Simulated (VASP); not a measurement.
Wanted: the native input for a VASP 6.6.1 run.

- Task: single point
- Functional: LDA
- Potentials or basis: VASP PAW LDA potentials, release 64 (Co, Mo_sv)
- Cutoff: 520 eV
- k mesh: 14 × 14 × 8
- Occupations: fermi-dirac, width 0.05 eV
- Spin: collinear spin, ferromagnetic start
- Starting moments: [2.0, 0.0] μB
- Dipole correction: no
- Further INCAR settings: ALGO = Normal; EDIFF = 1e-07; NBANDS = 22

The structure of CoMo lies in POSCAR:

```
CoMo
1.0
    2.6949279053      0.0000000000      0.0000000000
   -1.3474639526      2.3338760273      0.0000000000
    0.0000000000      0.0000000000      4.1836180000
Co Mo
1 1
Direct
    0.6666666667      0.3333333333      0.5000000000
    0.3333333333      0.6666666667      0.0000000000
```

These files were run (other wordings do the same):

INCAR

```
SYSTEM = CoMo
ALGO     = Normal         ! electronic algorithm
EDIFF    = 1E-7           ! SCF threshold, eV
ENCUT    = 520            ! plane-wave cutoff, eV
ISIF     = 2              ! what is computed and relaxed
ISMEAR   = -1             ! smearing method
ISPIN    = 2              ! spin polarisation
LASPH    = .True.         ! aspherical terms in the spheres
LCHARG   = .False.        ! write CHGCAR
LMAXMIX  = 4              ! l up to which the mixer works
LORBIT   = 11             ! projections on sites
LREAL    = .False.        ! projectors in reciprocal space
LWAVE    = .False.        ! write WAVECAR
MAGMOM   = 2 0            ! initial moments
NBANDS   = 22             ! bands
NELM     = 150            ! most SCF steps
PREC     = Accurate       ! precision mode
SIGMA    = 0.05           ! smearing width, eV
```

KPOINTS

```
k-points
0
Gamma
  14 14 8
  0 0 0
```

Potentials or basis: VASP PAW LDA potentials, release 64 (Co, Mo_sv).

Command:

```bash
$ cat potpaw_LDA.64/Co/POTCAR potpaw_LDA.64/Mo_sv/POTCAR > POTCAR
$ mpirun -np 1 vasp_std > vasp.out
```

Results of the run:

```json
{
  "Pressure": "-12.6 GPa",
  "Net moment": "0.32 μB per cell",
  "Site moments": "Co +0.34; Mo -0.02 μB",
  "Valence electrons inside the program's atomic spheres": "Co 8.29; Mo 12.62"
}
```

Caveat: the cell stands under tension.

It took 2.3 min on 1 thread of Intel(R) Xeon(R) Platinum 8259CL CPU @ 2.50GHz (Skylake/Cascade Lake) (shared host), peak memory 0.22 GiB.
